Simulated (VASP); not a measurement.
# W4C in VASP: further runs, part 2 of 2

VASP 6.6.1. Earlier steps stand in the parts before.

**4. Single point, PBE**

File INCAR:

```
  ALGO = Normal
  DIPOL = 0.5 0.5 0.346
  EDIFF = 1E-7
  ENCUT = 520
  GGA = PE
  IDIPOL = 3
  ISIF = 2
  ISMEAR = 0
  LASPH = True
  LCHARG = False
  LDIPOL = True
  LREAL = False
  LWAVE = False
  NBANDS = 38
  NELM = 100
  PREC = Accurate
  SIGMA = 0.1
```

File KPOINTS:

```
k-points
0
Gamma
  8 8 1
```

File POSCAR:

```
W4C
1.0
    3.1836991688      0.0000000000      0.0000000000
    0.0000000000      3.1836991688      0.0000000000
    0.0000000000      0.0000000000     20.1425775749
W C
4 1
Direct
    0.5000000000      0.5000000000      0.1985843165
    0.0000000000      0.0000000000      0.2776134069
    0.5000000000      0.5000000000      0.3599451800
    0.0000000000      0.0000000000      0.4290700901
    0.3750000000      0.3750000000      0.4656265725
```

Potentials or basis: VASP PAW PBE potentials, release 64 (W_sv, C).

On the command line:

```console
> cat potpaw_PBE.64/W_sv/POTCAR potpaw_PBE.64/C/POTCAR > POTCAR
> mpirun -np 1 vasp_std > vasp.out
```

OUTCAR:

```text
EDIFF = 1E-7
   ENCUT = 520
   GGA = PE
   ISIF = 2
   ISMEAR = 0
   LASPH = True
   LREAL = False
   NELM = 100
   PREC = Accurate

 ion  position               nearest neighbor table
   1  0.500  0.500  0.199-   2 2.76   2 2.76   2 2.76   2 2.76   3 3.25
   2  0.000  0.000  0.278-   1 2.76   1 2.76   1 2.76   1 2.76   3 2.80   3 2.80   3 2.80   3 2.80
                             4 3.05
   3  0.500  0.500  0.360-   5 2.20   4 2.65   4 2.65   4 2.65   4 2.65   2 2.80   2 2.80   2 2.80
                             2 2.80   1 3.25
   4  0.000  0.000  0.429-   5 1.84   5 2.43   5 2.43   3 2.65   3 2.65   3 2.65   3 2.65   2 3.05

   5  0.375  0.375  0.466-   4 1.84   3 2.20   4 2.43   4 2.43

  LATTYP: Found a simple tetragonal cell.
 ALAT       =     3.1836991688
 C/A-ratio  =     6.3267841925

  Lattice vectors:

 A1 = (   3.1836991688,   0.0000000000,   0.0000000000)
 A2 = (   0.0000000000,   3.1836991688,   0.0000000000)
 A3 = (   0.0000000000,   0.0000000000,  20.1425775749)

Analysis of symmetry for initial positions (statically):
=====================================================================
 Subroutine PRICEL returns:
 Original cell was already a primitive cell.

 Routine SETGRP: Setting up the symmetry group for a
 simple tetragonal supercell.

 Subroutine GETGRP returns: Found  2 space group operations
 (whereof  2 operations were pure point group operations)
 out of a pool of 16 trial point group operations.

The static configuration has the point symmetry C_1h.

Analysis of symmetry for dynamics (positions and initial velocities):
=====================================================================
 Subroutine PRICEL returns:
 Original cell was already a primitive cell.

 Routine SETGRP: Setting up the symmetry group for a
 simple tetragonal supercell.

 Subroutine GETGRP returns: Found  2 space group operations
 (whereof  2 operations were pure point group operations)
 out of a pool of 16 trial point group operations.

[... 128 lines left out ...]
   LHFCALC =     F    Hartree Fock is set to
   AEXX    =    0.0000 exact exchange contribution
   IVDW    =     0    specifies the selected vdW correction
   LEPSILON=     F    determine dielectric tensor
   LRPA    =     F    only Hartree local field effects (RPA)
 non-spin polarized calculation
 Gauss-broadening in eV      SIGMA  =   0.10
  energy-cutoff  :      520.00
  volume of cell :      204.16
 maximum number of plane-waves:      5576
   NGX = 11   NGY = 11   NGZ = 75

 dipolmoment           0.000000      0.000000     -0.046396 electrons x Angstroem

 number of electron      59.9999991 magnetization

 dipolmoment           0.000000      0.000000      0.069030 electrons x Angstroem

 Free energy of the ion-electron system (eV)
  ---------------------------------------------------
  ext. energy  EPLUGINS =         0.00000000
  ---------------------------------------------------
  free energy    TOTEN  =       -55.09896304 eV

  energy without entropy =      -55.08269378  energy(sigma->0) =      -55.09082841

 E-fermi :   0.6956     XC(G=0):  -5.6732

 val. band max:        0.6896889878   @ k =  -0.2500   0.2500   0.0000
 cond. band min:       0.6973293621   @ k =   0.1250   0.0000   0.0000
 fundamental gap:      0.0076403743
 Fermi energy:         0.6955512048

 k-point     1 :       0.0000    0.0000    0.0000
  band No.  band energies     occupation
      1     -73.5936      2.00000
      2     -73.3205      2.00000
      3     -73.2599      2.00000
      4     -73.1741      2.00000
      5     -38.1454      2.00000
      6     -38.0186      2.00000
[... 850 lines left out ...]
     37       3.7513      0.00000
     38       4.0421      0.00000

------------------------ aborting loop because EDIFF is reached ----------------------------------------

 vacuum level on the upper side and lower side of the slab       (xc-potential included)         0.482        -0.759

  FORCE on cell =-STRESS in cart. coord.  units (eV):
  Direction    XX          YY          ZZ          XY          YZ          ZX
  --------------------------------------------------------------------------------------
  -------------------------------------------------------------------------------------
  Total       -2.5562353     -2.5562353      1.9196215      4.1581582      2.3800656      2.3800657
  in kB      -20.0600645    -20.0600645     15.0642351     32.6311590     18.6775721     18.6775729
  external PRESSURE =      -8.3519646 kB  Pullay stress =       0.0000000 kB

 VOLUME and BASIS-vectors are now :
 -----------------------------------------------------------------------------
  energy-cutoff  :      520.00
  volume of cell :      204.16
      direct lattice vectors                 reciprocal lattice vectors
     3.183699169  0.000000000  0.000000000     0.314100029  0.000000000  0.000000000
     0.000000000  3.183699169  0.000000000     0.000000000  0.314100029  0.000000000
     0.000000000  0.000000000 20.142577575     0.000000000  0.000000000  0.049646079

 POSITION                                       TOTAL-FORCE (eV/Angst)
 -----------------------------------------------------------------------------------
      1.59185      1.59185      4.00000        -0.093966     -0.093966      2.116680
      0.00000      0.00000      5.59185         0.251480      0.251480     -2.051526
      1.59185      1.59185      7.25022        -0.560368     -0.560368     -3.937170
      0.00000      0.00000      8.64258        -2.219618     -2.219618      3.798164
      1.19389      1.19389      9.37892         2.622471      2.622471      0.073852
 -----------------------------------------------------------------------------------
    total drift:                               -0.000022     -0.000022     -0.000297

  FREE ENERGIE OF THE ION-ELECTRON SYSTEM (eV)
  ---------------------------------------------------
  free  energy   TOTEN  =       -55.0989630370 eV

  energy  without entropy=      -55.0826937848  energy(sigma->0) =      -55.09082841

 vacuum level on the upper side and lower side of the slab         5.990         4.708
```

It took 6.9 min on 1 thread of Intel Xeon 8259CL, shared host; peak memory 0.35 GiB.

What came out:

```
Free energy            : -55.0990 eV
Largest force          : 4.927 eV/Å
Band gap on the k mesh : zero (bands 30 and 31 overlap by 1.77 eV)
```

Forces on the atoms (eV/Å):
```
W   -0.094 -0.094  2.117
W    0.251  0.251 -2.052
W   -0.560 -0.560 -3.937
W   -2.220 -2.220  3.798
C    2.622  2.622  0.074
```

Caveat: spin-orbit coupling is left out, which moves the levels of the heavy elements.

**5. Summary**

```csv
cell,gap on the mesh (eV),largest force (eV/Å)
"as given, atomic positions A",none,2.21
"as given, atomic positions B",none,2.27
"as given, atomic positions C",none,4.93
```

Alike in all rows: task single point; level PBE; potentials or basis VASP PAW PBE potentials, release 64 (W_sv, C); no spin polarisation; k mesh 8 × 8 × 1; cutoff (eV) 520; smearing gaussian 0.1 eV.

Caveats: spin-orbit coupling is left out, which moves the levels of the heavy elements.

Total energies depend on the potentials used, so only differences within one code and one set of settings carry meaning.

The gap in the log of VASP goes by the Fermi energy; the results here count the filled bands.